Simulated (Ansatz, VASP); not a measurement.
## One calculation of Cd, two programs

```
Cd
1.0
     0.01386    2.21815    2.21815
     2.21815    0.01386    2.21815
     2.23201    2.23201    0.00000
Cd
1
Cartesian
  0.0000 0.0000 0.0000
```

Change from the starting cell: strain +0.0125 x Voigt [0, 0, 0, 0, 0, 1], atoms carried along.

Alike in both runs: task single point; functional LDA; k mesh 18 × 18 × 18; occupations gaussian, width 0.15 eV; no spin polarisation.

|  | VASP | Ansatz |
| --- | --- | --- |
| version | VASP 6.6.1 | Ansatz 0.2.0 |
| potentials or method | VASP PAW LDA potentials, release 64 (Cd), cutoff 520 eV | scalar-relativistic, plane waves, PAW |
| valence electrons in the cell | 12 | 20 |

|  | VASP | Ansatz | Ansatz less VASP |
| --- | --- | --- | --- |
| gap on the k mesh at the Fermi level (eV) | none | none | - |
| pressure (GPa) | -4.4 | -4.8 | -0.43 |
| traceless stress, the component that is largest in VASP (GPa) | 0.06 | 0.07 | +0.007 |

LDA's correlation is that of Perdew and Zunger in VASP and of Perdew and Wang (1992) in Ansatz. A gap of «none» marks a metal or a gap that the smearing closes. VASP's potentials hold 12 valence electrons a cell and Ansatz's 20, so a difference there can come from the potentials and not from the codes.
